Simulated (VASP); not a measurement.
Wanted: the native input for a VASP 6.6.1 run.

| Item | Value |
| --- | --- |
| Task | single point |
| Functional | LDA |
| Potentials or basis | VASP PAW LDA potentials, release 64 (Zr_sv) |
| Cutoff | 520 eV |
| k mesh | 9 × 9 × 5 |
| Occupations | fermi-dirac, width 0.05 eV |
| Spin | no spin polarisation |
| Dipole correction | no |
| Further INCAR settings | ALGO = Fast; EDIFF = 1e-07; NBANDS = 19 |

The structure of Zr lies in POSCAR:

```
Zr
1.0
    3.1660223034      0.0000000000      0.0000000000
   -1.5830111517      2.7418557436      0.0000000000
    0.0000000000      0.0000000000      5.0419297016
Zr
2
Direct
    0.6666666667      0.3333333333      0.7500000000
    0.3333333333      0.6666666667      0.2500000000
```

These files were run (other wordings do the same):

INCAR

```
  PREC = Accurate
  ENCUT = 520
  EDIFF = 1E-7
  ISMEAR = -1
  SIGMA = 0.05
  LREAL = F
  LASPH = T
  NELM = 60
  ALGO = Fast
  ISIF = 2
  LWAVE = F
  LCHARG = F
  GGA = CA
  NBANDS = 19
```

KPOINTS

```
Automatic mesh
0
Gamma
  9 9 5
```

Potentials or basis: VASP PAW LDA potentials, release 64 (Zr_sv).

Run with:

```sh
$ cat potpaw_LDA.64/Zr_sv/POTCAR > POTCAR
$ mpirun -np 1 vasp_std > vasp.out
```

It gave:

The pressure is -0.2 GPa and the band gap on the k mesh is zero (band 12 reaches 10.33 eV, above the bottom of band 13 at 9.29 eV).

It took 17 s on 1 thread of Intel(R) Xeon(R) 6975P-C (Granite Rapids), with other jobs on the host, peak memory 0.15 GiB.
